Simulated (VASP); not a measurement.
# In (P6_3/mmc) in VASP: a series of runs

Runs on In. Level: PBE. Tasks: single point, relaxation of cell and atoms.

Everything below comes from runs of VASP 6.6.1. Logs are shortened: lines on timing, memory, paths and dates and some standing lists are left out, and cuts for length are marked.

### 1 The cell of the first run

The structure is hexagonal, space group P6_3/mmc (No. 194). The conventional cell has a = 3.407 Å, b = 3.407 Å, c = 10.942 Å, α = 90.00°, β = 90.00°, γ = 120.00°. In (site symmetry -3m) has 12 In at 3.37 to 3.41 Å within 4.4 Å. Within 4.4 Å of In (site symmetry -6m2) lie 12 In at 3.37 to 3.41 Å.

This isn't the form of In at room conditions, which is tetragonal.

### 2 Single point, PBE

INCAR reads:

```
PREC = Accurate
ENCUT = 500
EDIFF = 1E-6
ISMEAR = 0
SIGMA = 0.1
LREAL = False
LASPH = True
NELM = 120
ALGO = Normal
ISIF = 2
LWAVE = False
LCHARG = True
GGA = PE
LELF = True
LVHAR = True
NBANDS = 34
GGA_COMPAT = False
```

KPOINTS reads:

```
regular mesh
0
Gamma
  12 12 4
```

POSCAR reads:

```
In
1.0
    3.4072526510      0.0000000000      0.0000000000
   -1.7036263255      2.9507673529      0.0000000000
    0.0000000000      0.0000000000     10.9419280228
In
4
Direct
    0.0000000000      0.0000000000      0.0000000000
    0.3333333333      0.6666666667      0.2500000000
    0.0000000000      0.0000000000      0.5000000000
    0.6666666667      0.3333333333      0.7500000000
```

Potentials or basis: VASP PAW PBE potentials, release 64 (In_d).

On the command line:

```sh
$ cat potpaw_PBE.64/In_d/POTCAR > POTCAR
$ mpirun -np 1 vasp_std > vasp.out
```

OUTCAR:

```text
PREC = Accurate
   ENCUT = 500
   EDIFF = 1E-6
   ISMEAR = 0
   LREAL = False
   LASPH = True
   NELM = 120
   ISIF = 2
   GGA = PE

 ion  position               nearest neighbor table
   1  0.000  0.000  0.000-   2 3.37   4 3.37   4 3.37   2 3.37   4 3.37   2 3.37
   2  0.333  0.667  0.250-   1 3.37   3 3.37   1 3.37   3 3.37   1 3.37   3 3.37
   3  0.000  0.000  0.500-   2 3.37   4 3.37   4 3.37   2 3.37   4 3.37   2 3.37
   4  0.667  0.333  0.750-   1 3.37   3 3.37   1 3.37   3 3.37   1 3.37   3 3.37

  LATTYP: Found a hexagonal cell.
 ALAT       =     3.4072526510
 C/A-ratio  =     3.2113638593

  Lattice vectors:

 A1 = (   3.4072526510,   0.0000000000,   0.0000000000)
 A2 = (  -1.7036263255,   2.9507673529,   0.0000000000)
 A3 = (   0.0000000000,   0.0000000000,  10.9419280228)

Analysis of symmetry for initial positions (statically):
=====================================================================
 Subroutine PRICEL returns:
 Original cell was already a primitive cell.

 Routine SETGRP: Setting up the symmetry group for a
 hexagonal supercell.

 Subroutine GETGRP returns: Found 24 space group operations
 (whereof 12 operations were pure point group operations)
 out of a pool of 24 trial point group operations.

The static configuration has the point symmetry D_3d.
 The point group associated with its full space group is D_6h.

Analysis of symmetry for dynamics (positions and initial velocities):
=====================================================================
 Subroutine PRICEL returns:
 Original cell was already a primitive cell.

 Routine SETGRP: Setting up the symmetry group for a
 hexagonal supercell.

 Subroutine GETGRP returns: Found 24 space group operations
 (whereof 12 operations were pure point group operations)
 out of a pool of 24 trial point group operations.

The dynamic configuration has the point symmetry D_3d.
 The point group associated with its full space group is D_6h.

 Subroutine INISYM returns: Found 24 space group operations
 (whereof 12 operations are pure point group operations),
 and found     1 'primitive' translations

----------------------------------------------------------------------------------------

                                     Primitive cell

  volume of cell :     110.0103

  direct lattice vectors                    reciprocal lattice vectors
     3.407252651  0.000000000  0.000000000     0.293491591  0.169447449  0.000000000
    -1.703626325  2.950767353  0.000000000     0.000000000  0.338894898  0.000000000
     0.000000000  0.000000000 10.941928023     0.000000000  0.000000000  0.091391572

  length of vectors
     3.407252651  3.407252651 10.941928023     0.338894898  0.338894898  0.091391572

  position of ions in fractional coordinates (direct lattice)
     0.000000000  0.000000000  0.000000000
     0.333333333  0.666666667  0.250000000
     0.000000000  0.000000000  0.500000000
     0.666666667  0.333333333  0.750000000

  ion indices of the primitive-cell ions
   primitive index   ion index
                 1           1
                 2           2
                 3           3
                 4           4

----------------------------------------------------------------------------------------

 KPOINTS: regular mesh

Automatic generation of k-mesh.
 Grid dimensions read from file:
 generate k-points for:   12   12    4

 Generating k-lattice:

  Cartesian coordinates                     Fractional coordinates (reciprocal lattice)
     0.024457633  0.014120621  0.000000000     0.083333333 -0.000000000  0.000000000
     0.000000000  0.028241241  0.000000000     0.000000000  0.083333333  0.000000000
     0.000000000  0.000000000  0.022847893     0.000000000  0.000000000  0.250000000

  Length of vectors
     0.028241241  0.028241241  0.022847893

  Shift w.r.t. Gamma in fractional coordinates (k-lattice)
     0.000000000  0.000000000  0.000000000

 Subroutine IBZKPT returns following result:
 ===========================================

 Found     57 irreducible k-points:

 Following reciprocal coordinates:
            Coordinates               Weight
  0.000000  0.000000  0.000000      1.000000
  0.083333  0.000000  0.000000      6.000000
  0.166667 -0.000000  0.000000      6.000000
  0.250000  0.000000  0.000000      6.000000
  0.333333  0.000000  0.000000      6.000000
  0.416667 -0.000000  0.000000      6.000000
[... 16 lines left out ...]
  0.250000  0.000000  0.250000     12.000000
  0.333333  0.000000  0.250000     12.000000
 [... further k-points ...]
   k-points           NKPTS =     57   k-points in BZ     NKDIM =     57   number of bands    NBANDS=     34
   number of dos      NEDOS =    301   number of ions     NIONS =      4
   total plane-waves  NPLWV =  62720
   dimension x,y,z NGX =    28 NGY =   28 NGZ =   80
   dimension x,y,z NGXF=    56 NGYF=   56 NGZF=  160
   ions per type =               4
   NGX,Y,Z   is equivalent  to a cutoff of  13.66, 13.66, 12.15 a.u.
   NGXF,Y,Z  is equivalent  to a cutoff of  27.32, 27.32, 24.31 a.u.
 SYSTEM =  unknown system
   PREC   = accura    normal or accurate (medium, high low for compatibility)
   ISTART =      0    job   : 0-new  1-cont  2-samecut
   ICHARG =      2    charge: 1-file 2-atom 10-const
   ISPIN  =      1    spin polarized calculation?
   LNONCOLLINEAR =      F non collinear calculations
   LSORBIT =      F    spin-orbit coupling
   LASPH  =      T    aspherical Exc in radial PAW
   ENCUT  =  500.0 eV  36.75 Ry    6.06 a.u.   6.21  6.21 19.95*2*pi/ulx,y,z
   NELM   =    120;   NELMIN=  2; NELMDL= -5     # of ELM steps
   EDIFF  = 0.1E-05   stopping-criterion for ELM
   LREAL  =      F    real-space projection
   EDIFFG = 0.1E-04   stopping-criterion for IOM
   NSW    =      0    number of steps for IOM
   IBRION =     -1    ionic relax: 0-MD 1-quasi-New 2-CG
   NFREE  =      0    steps in history (QN), initial steepest desc. (CG)
   ISIF   =      2    stress and relaxation
   ISYM   =      2    0-nonsym 1-usesym 2-fastsym
   POTIM  = 0.5000    time-step for ionic-motion
   TEBEG  =    0.0;   TEEND  =   0.0 temperature during run
   PSTRESS=    0.0 pullay stress
   NELECT =      52.0000    total number of electrons
   NUPDOWN=      -1.0000    fix difference up-down
   EMIN   =  10.00;   EMAX   =-10.00  energy-range for DOS
   EFERMI =   0.00;   METHOD = LEGACY
   ISMEAR =     0;   SIGMA  =   0.10  broadening in eV -4-tet -1-fermi 0-gaus
   EFERMI_NEDOS =   21; number of points for ismear=-14 and -15
   IALGO  =     38    algorithm
   IMIX   =      4    mixing-type and parameters
     AMIX     =   0.40;   BMIX     =  1.00
     AMIX_MAG =   1.60;   BMIX_MAG =  1.00
  volume/ion in A,a.u.               =      27.50       185.60
  Fermi-wavevector in a.u.,A,eV,Ry     =   1.275258  2.409889 22.126940  1.626284
  Thomas-Fermi vector in A             =   2.407981
   LORBIT       =      0    0 simple, 1 ext, 2 COOP (PROOUT), +10 PAW based schemes
   GGA     = PE    functional components
   LHFCALC =     F    Hartree Fock is set to
   AEXX    =    0.0000 exact exchange contribution
   IVDW    =     0    specifies the selected vdW correction
   LEPSILON=     F    determine dielectric tensor
   LRPA    =     F    only Hartree local field effects (RPA)
 non-spin polarized calculation
 Gauss-broadening in eV      SIGMA  =   0.10
  energy-cutoff  :      500.00
  volume of cell :      110.01
 maximum number of plane-waves:      2812
 NGX is ok and might be reduce to    28
   NGX = 13   NGY = 13   NGZ = 39

 number of electron      51.9999977 magnetization

 Free energy of the ion-electron system (eV)
  ---------------------------------------------------
  ext. energy  EPLUGINS =         0.00000000
  ---------------------------------------------------
  free energy    TOTEN  =       -10.23706468 eV

  energy without entropy =      -10.22962922  energy(sigma->0) =      -10.23334695

 E-fermi :   6.9274     XC(G=0): -10.0189

 val. band max:        6.8964669498   @ k =   0.3333   0.3333   0.5000
 cond. band min:       6.9373139942   @ k =   0.2500   0.2500   0.5000
 fundamental gap:      0.0408470443
 Fermi energy:         6.9273734156

 k-point     1 :       0.0000    0.0000    0.0000
  band No.  band energies     occupation
      1      -7.6729      2.00000
      2      -7.6429      2.00000
      3      -7.6277      2.00000
      4      -7.6277      2.00000
      5      -7.6215      2.00000
      6      -7.6076      2.00000
[... 26 lines left out ...]
     33      15.7556      0.00000
     34      16.7723      0.00000

 k-point     2 :       0.0833    0.0000    0.0000
  band No.  band energies     occupation
      1      -7.6655      2.00000
      2      -7.6414      2.00000
      3      -7.6331      2.00000
      4      -7.6275      2.00000
      5      -7.6154      2.00000
      6      -7.6103      2.00000
[... 26 lines left out ...]
     33      15.2930      0.00000
     34      15.9590      0.00000

 k-point     3 :       0.1667   -0.0000    0.0000
  band No.  band energies     occupation
      1      -7.6784      2.00000
      2      -7.6563      2.00000
      3      -7.6467      2.00000
      4      -7.6161      2.00000
      5      -7.6070      2.00000
      6      -7.5906      2.00000
[... 26 lines left out ...]
     33      14.4159      0.00000
     34      14.6680      0.00000

 k-point     4 :       0.2500    0.0000    0.0000
  band No.  band energies     occupation
      1      -7.7166      2.00000
      2      -7.6802      2.00000
      3      -7.6654      2.00000
      4      -7.6292      2.00000
      5      -7.6118      2.00000
      6      -7.5888      2.00000
[... 26 lines left out ...]
     33      13.5295      0.00000
     34      13.5520      0.00000

 k-point     5 :       0.3333    0.0000    0.0000
  band No.  band energies     occupation
      1      -7.7541      2.00000
      2      -7.7067      2.00000
      3      -7.6842      2.00000
      4      -7.6667      2.00000
      5      -7.6351      2.00000
      6      -7.6041      2.00000
[... 621 lines left out ...]
 k-point    22 :       0.1667   -0.0000    0.2500
  band No.  band energies     occupation
      1      -7.6774      2.00000
      2      -7.6647      2.00000
      3      -7.6374      2.00000
      4      -7.6179      2.00000
      5      -7.6027      2.00000
      6      -7.5851      2.00000
[... 26 lines left out ...]
     33      14.3328      0.00000
     34      15.1291      0.00000

 k-point    23 :       0.2500    0.0000    0.2500
  band No.  band energies     occupation
      1      -7.7144      2.00000
      2      -7.6925      2.00000
      3      -7.6517      2.00000
      4      -7.6216      2.00000
      5      -7.6082      2.00000
      6      -7.5878      2.00000
[... 26 lines left out ...]
     33      13.2060      0.00000
     34      14.3028      0.00000

 k-point    24 :       0.3333    0.0000    0.2500
  band No.  band energies     occupation
      1      -7.7500      2.00000
      2      -7.7190      2.00000
      3      -7.6729      2.00000
      4      -7.6560      2.00000
      5      -7.6296      2.00000
      6      -7.6049      2.00000
[... 26 lines left out ...]
     33      12.9412      0.00000
     34      13.6335      0.00000

 [... further k-points ...]

------------------------ aborting loop because EDIFF is reached ----------------------------------------

  FORCE on cell =-STRESS in cart. coord.  units (eV):
  Direction    XX          YY          ZZ          XY          YZ          ZX
  --------------------------------------------------------------------------------------
  -------------------------------------------------------------------------------------
  Total       -0.0177178     -0.0177178     -0.0325291      0.0000000      0.0000000      0.0000000
  in kB       -0.2580400     -0.2580400     -0.4737506      0.0000000      0.0000000      0.0000000
  external PRESSURE =      -0.3299436 kB  Pullay stress =       0.0000000 kB

 VOLUME and BASIS-vectors are now :
 -----------------------------------------------------------------------------
  energy-cutoff  :      500.00
  volume of cell :      110.01
      direct lattice vectors                 reciprocal lattice vectors
     3.407252651  0.000000000  0.000000000     0.293491591  0.169447449  0.000000000
    -1.703626325  2.950767353  0.000000000     0.000000000  0.338894898  0.000000000
     0.000000000  0.000000000 10.941928023     0.000000000  0.000000000  0.091391572

 POSITION                                       TOTAL-FORCE (eV/Angst)
 -----------------------------------------------------------------------------------
      0.00000      0.00000      0.00000         0.000000      0.000000      0.000000
     -0.00000      1.96718      2.73548        -0.000000     -0.000000     -0.000000
      0.00000      0.00000      5.47096        -0.000000      0.000000      0.000000
      1.70363      0.98359      8.20645         0.000000      0.000000      0.000000
 -----------------------------------------------------------------------------------
    total drift:                                0.000000     -0.000000      0.000000

  FREE ENERGIE OF THE ION-ELECTRON SYSTEM (eV)
  ---------------------------------------------------
  free  energy   TOTEN  =       -10.2370646832 eV

  energy  without entropy=      -10.2296292196  energy(sigma->0) =      -10.23334695
```

Run time: 74 s. Hardware: 1 thread of Intel Xeon 6975P-C (Granite Rapids), shared host; peak memory 0.32 GiB.

What came out:

```yaml
Free_energy: -10.2371 eV
Pressure: 0.0 GPa
Band_gap_on_the_k_mesh: zero (bands 26 and 27 overlap by 4.72 eV)
```

Levels at points of the mesh, in eV from the Fermi level:
```tsv
k point	band 23	band 24	band 25	band 26	band 27	band 28	band 29	band 30
(0.00, 0.00, 0.00)	-7.79	-4.08	-3.07	3.29	3.30	7.86	7.86	8.70
(0.50, 0.00, 0.00)	-3.52	-2.97	-2.84	-2.59	0.33	0.50	1.43	2.33
(0.00, 0.00, 0.50)	-6.07	-6.07	-0.41	-0.41	7.45	7.45	8.11	8.11
(0.50, 0.00, 0.50)	-3.78	-3.78	-1.49	-1.49	-1.09	-1.09	3.51	3.51
```

Caveat: spin-orbit coupling is left out, which moves the levels of the heavy elements.

### 3 Relaxation of cell and atoms, PBE

This run uses another cell than the first one, of 26.46 Å³/atom.

INCAR reads:

```
SYSTEM = In
  PREC = Accurate
  ENCUT = 500
  EDIFF = 1E-7
  ISMEAR = 0
  SIGMA = 0.1
  LREAL = .False.
  LASPH = .True.
  NELM = 120
  ALGO = Normal
  ISIF = 3
  LWAVE = .False.
  LCHARG = .False.
  GGA = PE
  IBRION = 2
  NSW = 90
  EDIFFG = -0.02
  GGA_COMPAT = .False.
  NELMIN = 4
```

KPOINTS reads:

```
regular mesh
0
Gamma
  12 12 4
  0 0 0
```

POSCAR reads:

```
In
1.0
    3.3638438630      0.0000000000      0.0000000000
   -1.6819219315      2.9131742397      0.0000000000
    0.0000000000      0.0000000000     10.7997083600
In
4
Direct
    0.0000000000      0.0000000000      0.0000000000
    0.3333333300      0.6666666700      0.2500000000
    0.0000000000      0.0000000000      0.5000000000
    0.6666666700      0.3333333300      0.7500000000
```

Potentials or basis: VASP PAW PBE potentials, release 64 (In_d).

On the command line:

```sh
$ cat potpaw_PBE.64/In_d/POTCAR > POTCAR
$ mpirun -np 1 vasp_std > vasp.out
```

Wall time 2.6 min (1 thread of Intel Xeon 6975P-C (Granite Rapids), shared host); peak memory 0.32 GiB.

The run converged. Its results:

| Item | Value |
| --- | --- |
| Free energy | -10.2357 eV |
| Relaxed volume | 27.51 Å³/atom |
| Relaxed cell | a = 3.408 Å, b = 3.408 Å, c = 10.942 Å, α = 90.00°, β = 90.00°, γ = 120.00° |
| Space group after relaxing (to 0.1 Å) | P6_3/mmc (No. 194) |
| Energy gained by relaxing | 4.7 meV/atom |
| Ionic steps | 3 |
| Pressure after relaxing | 0.0 GPa |
| Band gap on the k mesh | zero (bands 26 and 27 overlap by 4.72 eV) |

The path:
| step | energy change (eV) | largest force (eV/Å) | pressure (GPa) | volume (Å³) |
| --- | --- | --- | --- | --- |
| 1 | 0.0000 | 0.0000 | 1.50 | 105.83 |
| 2 | -0.0186 | 0.0000 | 0.11 | 109.66 |
| 3 | -0.0187 | 0.0000 | -0.02 | 110.03 |

Final structure:
```xyz
4
Lattice="3.4075 0.0000 0.0000 -1.7038 2.9510 0.0000 0.0000 0.0000 10.9422" Properties=species:S:1:pos:R:3 pbc="T T T"
In   -1.7038    2.9510    0.0000
In    0.0000    1.9673    2.7356
In   -1.7038    2.9510    5.4711
In    1.7038    0.9837    8.2067
```

Levels at points of the mesh, in eV from the Fermi level:
```csv
k point,band 23,band 24,band 25,band 26,band 27,band 28,band 29,band 30
"(0.00, 0.00, 0.00)",-7.79,-4.08,-3.07,3.29,3.30,7.86,7.86,8.69
"(0.50, 0.00, 0.00)",-3.52,-2.97,-2.84,-2.59,0.33,0.50,1.43,2.33
"(0.00, 0.00, 0.50)",-6.07,-6.07,-0.41,-0.41,7.45,7.45,8.11,8.11
"(0.50, 0.00, 0.50)",-3.78,-3.78,-1.49,-1.49,-1.09,-1.09,3.51,3.51
```

Caveat: spin-orbit coupling is left out, which moves the levels of the heavy elements.
